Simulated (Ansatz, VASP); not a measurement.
**ZnH2 in VASP and in Ansatz**

Contents of INCAR:

```
SYSTEM = ZnH2
PREC     = Accurate       ! precision mode
ENCUT    = 500            ! plane-wave cutoff, eV
EDIFF    = 1E-7           ! SCF threshold, eV
ISMEAR   = 0              ! smearing method
SIGMA    = 0.1            ! smearing width, eV
LREAL    = .False.        ! projectors in reciprocal space
LASPH    = .True.         ! aspherical terms in the spheres
NELM     = 120            ! most SCF steps
ALGO     = Normal         ! electronic algorithm
ISIF     = 3              ! what is computed and relaxed
LWAVE    = .False.        ! write WAVECAR
LCHARG   = .False.        ! write CHGCAR
GGA      = PE             ! functional
IBRION   = 2              ! ionic algorithm
NSW      = 90             ! ionic steps
EDIFFG   = -0.04          ! ionic threshold
GGA_COMPAT= .False.      
NELMIN   = 4
```

The input KPOINTS:

```
Automatic mesh
0
Gamma
  6 6 4
  0 0 0
```

The input POSCAR:

```
ZnH2
1.0
    2.6329114900      0.0000000000      0.0000000000
   -1.3164557500      2.2801682400      0.0000000000
    0.0000000000      0.0000000000      4.8005992600
Zn H
1 2
Direct
    0.0000000000      0.0000000000      0.0000000000
    0.6666666700      0.3333333300      0.7542821200
    0.3333333300      0.6666666700      0.2457178800
```

Input for Ansatz:

```yaml
crystal:
  lattice:
    - [2.63291149, 0.0, 0.0]
    - [-1.31645575, 2.28016824, 0.0]
    - [0.0, 0.0, 4.80059926]
  atoms:
    - { symbol: Zn, position: [0.0, 0.0, 0.0] }
    - { symbol: H, position: [0.66666667, 0.33333333, 0.75428212] }
    - { symbol: H, position: [0.33333333, 0.66666667, 0.24571788] }
basis:
  ecutwfc: 420
kpoints:
  mp_grid: { grid: [6, 6, 4] }
hamiltonian:
  xc: pbe
scf:
  occupations: { method: gaussian, width: 0.1 }
  lower_state_search: "off"
output:
  forces: true
  stress: true
  eigenvalues: true
relax:
  adjacent_minimum: "off"
  f_tol: 0.04
  max_steps: 70
  cell: { stress_tol: 0.4 }
```

Change from the starting cell: species swapped into the TaS2 type (P-3m1, No. 164).

Alike in both runs: task relaxation of cell and atoms; functional PBE; k mesh 6 × 6 × 4; occupations gaussian, width 0.1 eV; no spin polarisation.

```csv
,VASP,Ansatz
version,VASP 6.6.1,Ansatz 0.2.0
potentials or method,"VASP PAW PBE potentials, release 64 (Zn, H), cutoff 500 eV","scalar-relativistic, plane waves, PAW"
valence electrons in the cell,14,14
```

VASP gave:

* gap on the k mesh at the Fermi level, each at its own relaxed structure (eV): 2.25
* relaxed volume (Å³/atom): 9.88
* relaxed length of the cell vector where the two differ most in proportion (Å): 4.411

**Question.** Which values does Ansatz return?

**Answer.** gap on the k mesh at the Fermi level, each at its own relaxed structure (eV): 2.38; relaxed volume (Å³/atom): 10.76; relaxed length of the cell vector where the two differ most in proportion (Å): 4.789.

One of these differences is far larger than is usual between the two programs; its cause wasn't traced.

The k mesh is coarse, so the values compare programs but aren't converged.
